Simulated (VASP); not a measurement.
A run of VASP 6.6.1 is set up as follows.

File INCAR:

```
SYSTEM = Ga4Sb3As
PREC     = Accurate       ! precision mode
ENCUT    = 520            ! plane-wave cutoff, eV
EDIFF    = 1E-6           ! SCF threshold, eV
ISMEAR   = 0              ! smearing method
SIGMA    = 0.1            ! smearing width, eV
LREAL    = .FALSE.        ! projectors in reciprocal space
LASPH    = .TRUE.         ! aspherical terms in the spheres
NELM     = 100            ! most SCF steps
ALGO     = Normal         ! electronic algorithm
ISIF     = 2              ! what is computed and relaxed
LWAVE    = .FALSE.        ! write WAVECAR
LCHARG   = .FALSE.        ! write CHGCAR
GGA      = PE             ! functional
NBANDS   = 46             ! bands
```

File KPOINTS:

```
Automatic mesh
0
G
  4 2 4
  0 0 0
```

File POSCAR:

```
Ga4Sb3As
1.0
    4.3138581000      0.0000000000      0.0000000000
    0.0000000000      8.6289022000      0.0000000000
    0.0000000000      0.0000000000      6.0926322000
Ga Sb As
4 3 1
Direct
    0.0000000000      0.7635550000      0.0085450000
    0.5000000000      0.5000000000      0.5079640000
    0.0000000000      0.2364450000      0.0085450000
    0.5000000000      0.0000000000      0.4759490000
    0.5000000000      0.7572890000      0.7498360000
    0.0000000000      0.5000000000      0.2498650000
    0.5000000000      0.2427110000      0.7498360000
    0.0000000000      0.0000000000      0.2494610000
```

Potentials or basis: VASP PAW PBE potentials, release 64 (Ga_d, Sb, As).

Launch:

```console
$ cat potpaw_PBE.64/Ga_d/POTCAR potpaw_PBE.64/Sb/POTCAR potpaw_PBE.64/As/POTCAR > POTCAR
$ mpirun -np 1 vasp_std > vasp.out
```

Q: Predict the pressure.

A: 0.3 GPa.

Q: Predict the largest force.

A: 0.034 eV/Å.

Q: Predict the band gap on the k mesh.

A: 0.06 eV.

Forces on the atoms (eV/Å):
```
Ga   0.000 -0.011  0.025
Ga   0.000  0.000  0.026
Ga   0.000  0.011  0.025
Ga   0.000  0.000 -0.018
Sb   0.000 -0.029 -0.017
Sb   0.000  0.000 -0.028
Sb   0.000  0.029 -0.017
As   0.000  0.000  0.002
```

Caveat: spin-orbit coupling is left out, which moves the levels of the heavy elements. A k mesh can miss the band edges.
